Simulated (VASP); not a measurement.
Set up this calculation in VASP 6.6.1, as the native input.

```
Task                   : single point
Functional             : LDA
Potentials or basis    : VASP PAW LDA potentials, release 64 (Co)
Cutoff                 : 520 eV
k mesh                 : 18 × 18 × 18
Occupations            : fermi-dirac, width 0.1 eV
Spin                   : no spin polarisation
Dipole correction      : no
Further INCAR settings : ALGO = Normal; EDIFF = 1e-06; NBANDS = 10
```

The structure of Co lies in POSCAR:

```
Co
1.0
    0.0000000000      1.7525806175      1.7525806175
    1.7525806175      0.0000000000      1.7525806175
    1.7525806175      1.7525806175      0.0000000000
Co
1
Direct
    0.0000000000      0.0000000000      0.0000000000
```

This cell differs from its parent crystal: volume scaled by 1.12.

One way to write it, as run:

INCAR

```
PREC = Accurate
ENCUT = 520
EDIFF = 1E-6
ISMEAR = -1
SIGMA = 0.1
LREAL = F
LASPH = T
NELM = 100
ALGO = Normal
ISIF = 2
LWAVE = F
LCHARG = F
GGA = CA
NBANDS = 10
```

KPOINTS

```
regular mesh
0
Gamma
  18 18 18
```

Potentials or basis: VASP PAW LDA potentials, release 64 (Co).

Launch:

```console
$ cat potpaw_LDA.64/Co/POTCAR > POTCAR
$ mpirun -np 1 vasp_std > vasp.out
```

It gave:

```json
{"Pressure": "-27.2 GPa"}
```

Caveat: the run has no spin polarisation, though such a crystal can be magnetic.

It took 11 s on 1 thread of Intel(R) Xeon(R) Platinum 8375C CPU @ 2.90GHz (Ice Lake), on a shared host, peak memory 0.13 GiB.
